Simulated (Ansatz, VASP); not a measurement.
## Two plane-wave programs on MgS

POSCAR

```
MgS
1.0
    0.0000000000      2.6015177399      2.6015177399
    2.6015177399      0.0000000000      2.6015177399
    2.6015177399      2.6015177399      0.0000000000
Mg S
1 1
Direct
    0.0000000000      0.0000000000      0.0000000000
    0.5000000000      0.5000000000      0.5000000000
```

INCAR.step1

```
SYSTEM = MgS
  PREC = Accurate
  ENCUT = 920
  ISMEAR = -1
  SIGMA = 0.2
  LREAL = .False.
  LASPH = .True.
  NELM = 120
  NBANDS = 15
  GGA = PE
  ALGO = Normal
  EDIFF = 1E-5
  LWAVE = .True.
  LCHARG = .False.
  GGA_COMPAT = .False.
```

Contents of INCAR.step2:

```
SYSTEM = MgS
  PREC = Accurate
  ENCUT = 920
  EDIFF = 1E-6
  ISMEAR = -1
  SIGMA = 0.2
  LREAL = .False.
  LASPH = .True.
  NELM = 120
  ALGO = Normal
  ISIF = 2
  LWAVE = .False.
  LCHARG = .False.
  METAGGA = R2SCAN
  LMIXTAU = .True.
  NBANDS = 15
  ISTART = 1
  GGA_COMPAT = .False.
```

KPOINTS

```
Automatic mesh
0
Gamma
  6 6 6
  0 0 0
```

Input for Ansatz:

```yaml
crystal:
  lattice:
    - [0.0, 2.6015177399, 2.6015177399]
    - [2.6015177399, 0.0, 2.6015177399]
    - [2.6015177399, 2.6015177399, 0.0]
  atoms:
    - { symbol: Mg, position: [0.0, 0.0, 0.0] }
    - { symbol: S, position: [0.5, 0.5, 0.5] }
kpoints:
  mp_grid: { grid: [6, 6, 6] }
hamiltonian:
  xc: r2scan
scf:
  occupations: { method: fermi_dirac, width: 0.2 }
  n_extra_bands: 4
output:
  forces: true
  stress: true
  eigenvalues: true
```

Alike in both runs: task single point; functional r2SCAN; k mesh 6 × 6 × 6; occupations fermi-dirac, width 0.2 eV; no spin polarisation.

|  | VASP | Ansatz |
| --- | --- | --- |
| version | VASP 6.6.1 | Ansatz 0.2.0 |
| potentials or method | VASP PAW PBE potentials, release 64 (Mg_sv, S) | plane waves |
| plane-wave cutoff (eV) | 920 | 500 |
| valence electrons in the cell | 16 | 16 |

VASP gave:

- pressure (GPa): 0.1

Q: Estimate Ansatz's values.

A: Pressure (GPa): 0.0.

VASP's potentials were made for PBE, not for r2SCAN.
